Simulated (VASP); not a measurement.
Here is a VASP 6.6.1 calculation.

INCAR

```
SYSTEM = TiB2
PREC = Accurate
ENCUT = 520
EDIFF = 1E-7
ISMEAR = -1
SIGMA = 0.1
LREAL = .False.
LASPH = .True.
NELM = 80
ALGO = Normal
ISIF = 2
LWAVE = .False.
LCHARG = .False.
GGA = CA
NBANDS = 16
```

File KPOINTS:

```
regular mesh
0
Gamma
  11 11 9
  0 0 0
```

Contents of POSCAR:

```
TiB2
1.0
    2.8016730246      0.0000000000      0.0000000000
   -1.4008365123      2.4263200125      0.0000000000
    0.0000000000      0.0000000000      2.8867018061
Ti B
1 2
Direct
    0.0000000000      0.0000000000      0.0000000000
    0.3333333333      0.6666666667      0.5000000000
    0.6666666667      0.3333333333      0.5000000000
```

Potentials or basis: VASP PAW LDA potentials, release 64 (Ti_sv, B).

The run is started by

```console
$ cat potpaw_LDA.64/Ti_sv/POTCAR potpaw_LDA.64/B/POTCAR > POTCAR
$ mpirun -np 1 vasp_std > vasp.out
```

Q: Estimate the band gap on the k mesh.

A: Zero (band 9 reaches 13.76 eV, above the bottom of band 10 at 12.71 eV).

Q: Predict the pressure.

A: 95.8 GPa.

Stress tensor (GPa, compression positive):
```
95.93  0.00  0.00
 0.00 95.93  0.00
 0.00  0.00 95.65
```
